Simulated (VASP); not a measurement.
# InAs (Fm-3m) in VASP: a series of runs, part 2 of 2

VASP 6.6.1. Earlier steps stand in the parts before.

### Step 3. Single point, PBE

INCAR

```
SYSTEM = InAs
PREC = Accurate
ENCUT = 500
EDIFF = 1E-6
ISMEAR = -1
SIGMA = 0.02
LREAL = .FALSE.
LASPH = .TRUE.
NELM = 120
ALGO = Normal
ISIF = 2
LWAVE = .FALSE.
LCHARG = .FALSE.
GGA = PE
NBANDS = 16
ISYM = 0
GGA_COMPAT = .FALSE.
```

KPOINTS

```
Automatic mesh
0
Gamma
  6 6 6
  0.5 0.5 0.5
```

POSCAR

```
InAs
1.0
    0.0000000000      2.8414337288      2.8414337288
    2.8414337288      0.0000000000      2.8414337288
    2.8414337288      2.8414337288      0.0000000000
In As
1 1
Direct
    0.0000000000      0.0000000000      0.0000000000
    0.5000000000      0.5000000000      0.5000000000
```

Potentials or basis: VASP PAW PBE potentials, release 64 (In_d, As).

Launch:

```
cat potpaw_PBE.64/In_d/POTCAR potpaw_PBE.64/As/POTCAR > POTCAR
mpirun -np 1 vasp_std > vasp.out
```

OUTCAR:

```text
SYSTEM = InAs
   PREC = Accurate
   ENCUT = 500
   EDIFF = 1E-6
   ISMEAR = -1
   LREAL = .FALSE.
   LASPH = .TRUE.
   NELM = 120
   ISIF = 2
   GGA = PE
   ISYM = 0

 ion  position               nearest neighbor table
   1  0.000  0.000  0.000-   2 2.84   2 2.84   2 2.84   2 2.84   2 2.84   2 2.84
   2  0.500  0.500  0.500-   1 2.84   1 2.84   1 2.84   1 2.84   1 2.84   1 2.84

IMPORTANT INFORMATION: All symmetrisations will be switched off!
NOSYMM: (Re-)initialisation of all symmetry stuff for point group C_1.

----------------------------------------------------------------------------------------

                                     Primitive cell

  volume of cell :      45.8820

  direct lattice vectors                    reciprocal lattice vectors
     0.000000000  2.841433729  2.841433729    -0.175967504  0.175967504  0.175967504
     2.841433729  0.000000000  2.841433729     0.175967504 -0.175967504  0.175967504
     2.841433729  2.841433729  0.000000000     0.175967504  0.175967504 -0.175967504

  length of vectors
     4.018394116  4.018394116  4.018394116     0.304784657  0.304784657  0.304784657

  position of ions in fractional coordinates (direct lattice)
     0.000000000  0.000000000  0.000000000
     0.500000000  0.500000000  0.500000000

  ion indices of the primitive-cell ions
   primitive index   ion index
                 1           1
                 2           2

----------------------------------------------------------------------------------------

 KPOINTS: Automatic mesh

Automatic generation of k-mesh.
 Grid dimensions read from file:
 generate k-points for:    6    6    6

 Generating k-lattice:

  Cartesian coordinates                     Fractional coordinates (reciprocal lattice)
    -0.029327917  0.029327917  0.029327917     0.166666667  0.000000000  0.000000000
     0.029327917 -0.029327917  0.029327917     0.000000000  0.166666667  0.000000000
     0.029327917  0.029327917 -0.029327917     0.000000000  0.000000000  0.166666667

  Length of vectors
     0.050797443  0.050797443  0.050797443

  Shift w.r.t. Gamma in fractional coordinates (k-lattice)
     0.500000000  0.500000000  0.500000000

 Subroutine IBZKPT returns following result:
 ===========================================

 Found    432 irreducible k-points:

 Following reciprocal coordinates:
            Coordinates               Weight
  0.083333  0.083333  0.083333      2.000000
  0.083333  0.000000  0.000000      2.000000
  0.000000  0.000000 -0.083333      2.000000
  0.000000  0.083333  0.000000      2.000000
  0.250000  0.083333  0.083333      2.000000
  0.083333  0.250000  0.083333      2.000000
[... 16 lines left out ...]
  0.000000  0.333333 -0.083333      2.000000
  0.333333  0.000000 -0.083333      2.000000
 [... further k-points ...]
   k-points           NKPTS =    432   k-points in BZ     NKDIM =    432   number of bands    NBANDS=     16
   number of dos      NEDOS =    301   number of ions     NIONS =      2
   total plane-waves  NPLWV =  27000
   dimension x,y,z NGX =    30 NGY =   30 NGZ =   30
   dimension x,y,z NGXF=    60 NGYF=   60 NGZF=   60
   ions per type =               1   1
   NGX,Y,Z   is equivalent  to a cutoff of  12.41, 12.41, 12.41 a.u.
   NGXF,Y,Z  is equivalent  to a cutoff of  24.82, 24.82, 24.82 a.u.
 SYSTEM =  InAs
   PREC   = accura    normal or accurate (medium, high low for compatibility)
   ISTART =      0    job   : 0-new  1-cont  2-samecut
   ICHARG =      2    charge: 1-file 2-atom 10-const
   ISPIN  =      1    spin polarized calculation?
   LNONCOLLINEAR =      F non collinear calculations
   LSORBIT =      F    spin-orbit coupling
   LASPH  =      T    aspherical Exc in radial PAW
   ENCUT  =  500.0 eV  36.75 Ry    6.06 a.u.   7.33  7.33  7.33*2*pi/ulx,y,z
   NELM   =    120;   NELMIN=  2; NELMDL= -5     # of ELM steps
   EDIFF  = 0.1E-05   stopping-criterion for ELM
   LREAL  =      F    real-space projection
   EDIFFG = 0.1E-04   stopping-criterion for IOM
   NSW    =      0    number of steps for IOM
   IBRION =     -1    ionic relax: 0-MD 1-quasi-New 2-CG
   NFREE  =      0    steps in history (QN), initial steepest desc. (CG)
   ISIF   =      2    stress and relaxation
   ISYM   =      0    0-nonsym 1-usesym 2-fastsym
   POTIM  = 0.5000    time-step for ionic-motion
   TEBEG  =    0.0;   TEEND  =   0.0 temperature during run
   PSTRESS=    0.0 pullay stress
   NELECT =      18.0000    total number of electrons
   NUPDOWN=      -1.0000    fix difference up-down
   EMIN   =  10.00;   EMAX   =-10.00  energy-range for DOS
   EFERMI =   0.00;   METHOD = LEGACY
   ISMEAR =    -1;   SIGMA  =   0.02  broadening in eV -4-tet -1-fermi 0-gaus
   EFERMI_NEDOS =   21; number of points for ismear=-14 and -15
   IALGO  =     38    algorithm
   IMIX   =      4    mixing-type and parameters
     AMIX     =   0.40;   BMIX     =  1.00
     AMIX_MAG =   1.60;   BMIX_MAG =  1.00
  volume/ion in A,a.u.               =      22.94       154.81
  Fermi-wavevector in a.u.,A,eV,Ry     =   1.198445  2.264733 19.541648  1.436271
  Thomas-Fermi vector in A             =   2.334334
   LORBIT       =      0    0 simple, 1 ext, 2 COOP (PROOUT), +10 PAW based schemes
   GGA     = PE    functional components
   LHFCALC =     F    Hartree Fock is set to
   AEXX    =    0.0000 exact exchange contribution
   IVDW    =     0    specifies the selected vdW correction
   LEPSILON=     F    determine dielectric tensor
   LRPA    =     F    only Hartree local field effects (RPA)
 non-spin polarized calculation
  energy-cutoff  :      500.00
  volume of cell :       45.88
 maximum number of plane-waves:      1191
 NGX is ok and might be reduce to    30
   NGX = 15   NGY = 15   NGZ = 15

 number of electron      17.9999990 magnetization

 Free energy of the ion-electron system (eV)
  ---------------------------------------------------
  ext. energy  EPLUGINS =         0.00000000
  ---------------------------------------------------
  free energy    TOTEN  =        -7.28851906 eV

  energy without entropy =       -7.28541250  energy(sigma->0) =       -7.28696578

 E-fermi :   6.2871     XC(G=0): -10.2691

 val. band max:        6.2716865314   @ k =   0.0000   0.0000  -0.2500
 cond. band min:       6.2899643347   @ k =  -0.3333   0.0000   0.4167
 fundamental gap:      0.0182778032
 Fermi energy:         6.2871440253

 k-point     1 :       0.0833    0.0833    0.0833
  band No.  band energies     occupation
      1      -8.0475      2.00000
      2      -8.0475      2.00000
      3      -8.0228      2.00000
      4      -8.0193      2.00000
      5      -8.0193      2.00000
      6      -5.9208      2.00000
[... 8 lines left out ...]
     15      13.9403      0.00000
     16      14.0725      0.00000

 k-point     2 :       0.0833    0.0000    0.0000
  band No.  band energies     occupation
      1      -8.0475      2.00000
      2      -8.0475      2.00000
      3      -8.0228      2.00000
      4      -8.0193      2.00000
      5      -8.0193      2.00000
      6      -5.9208      2.00000
[... 8 lines left out ...]
     15      13.9403      0.00000
     16      14.0725      0.00000

 k-point     3 :       0.0000    0.0000   -0.0833
  band No.  band energies     occupation
      1      -8.0475      2.00000
      2      -8.0475      2.00000
      3      -8.0228      2.00000
      4      -8.0193      2.00000
      5      -8.0193      2.00000
      6      -5.9208      2.00000
[... 8 lines left out ...]
     15      13.9403      0.00000
     16      14.0725      0.00000
[... 362 lines left out ...]
 k-point    23 :       0.0000    0.3333   -0.0833
  band No.  band energies     occupation
      1      -8.0966      2.00000
      2      -8.0928      2.00000
      3      -8.0259      2.00000
      4      -7.9758      2.00000
      5      -7.9719      2.00000
      6      -4.6234      2.00000
[... 8 lines left out ...]
     15      15.9367      0.00000
     16      17.9408      0.00000

 k-point    24 :       0.3333    0.0000   -0.0833
  band No.  band energies     occupation
      1      -8.0966      2.00000
      2      -8.0928      2.00000
      3      -8.0259      2.00000
      4      -7.9758      2.00000
      5      -7.9719      2.00000
      6      -4.6234      2.00000
[... 8 lines left out ...]
     15      15.9367      0.00000
     16      17.9408      0.00000

 [... further k-points ...]

------------------------ aborting loop because EDIFF is reached ----------------------------------------

  FORCE on cell =-STRESS in cart. coord.  units (eV):
  Direction    XX          YY          ZZ          XY          YZ          ZX
  --------------------------------------------------------------------------------------
  -------------------------------------------------------------------------------------
  Total        0.6888498      0.6888463      0.6888483      0.0000020      0.0000012      0.0000015
  in kB       24.0542891     24.0541668     24.0542383      0.0000689      0.0000430      0.0000512
  external PRESSURE =      24.0542314 kB  Pullay stress =       0.0000000 kB

 VOLUME and BASIS-vectors are now :
 -----------------------------------------------------------------------------
  energy-cutoff  :      500.00
  volume of cell :       45.88
      direct lattice vectors                 reciprocal lattice vectors
     0.000000000  2.841433729  2.841433729    -0.175967504  0.175967504  0.175967504
     2.841433729  0.000000000  2.841433729     0.175967504 -0.175967504  0.175967504
     2.841433729  2.841433729  0.000000000     0.175967504  0.175967504 -0.175967504

 POSITION                                       TOTAL-FORCE (eV/Angst)
 -----------------------------------------------------------------------------------
      0.00000      0.00000      0.00000         0.000000     -0.000000      0.000001
      2.84143      2.84143      2.84143        -0.000000      0.000000     -0.000001
 -----------------------------------------------------------------------------------
    total drift:                                0.000001     -0.000000      0.000001

  FREE ENERGIE OF THE ION-ELECTRON SYSTEM (eV)
  ---------------------------------------------------
  free  energy   TOTEN  =        -7.2885190636 eV

  energy  without entropy=       -7.2854124953  energy(sigma->0) =       -7.28696578
```

stdout:

```text
POSCAR found type information on POSCAR InAs
 POSCAR found :  2 types and       2 ions
 scaLAPACK will be used
 LDA part: xc-table for (Slater+PW92), standard interpolation
 POSCAR, INCAR and KPOINTS ok, starting setup
 FFT: planning ... GRIDC
 FFT: planning ... GRID_SOFT
 FFT: planning ... GRID
 WAVECAR not read
 entering main loop
```

It took 8.5 min on 1 thread of Intel Xeon 8259CL, shared host; peak memory 0.42 GiB.

Results:

* Free energy: -7.2885 eV
* Pressure: 2.4 GPa
* Band gap on the k mesh: zero (bands 9 and 10 overlap by 1.92 eV)

Caveat: the structure was generated, so it needn't be the stable form of InAs; spin-orbit coupling is left out, which moves the levels of the heavy elements.

The gap in the log of VASP goes by the Fermi energy; the results here count the filled bands.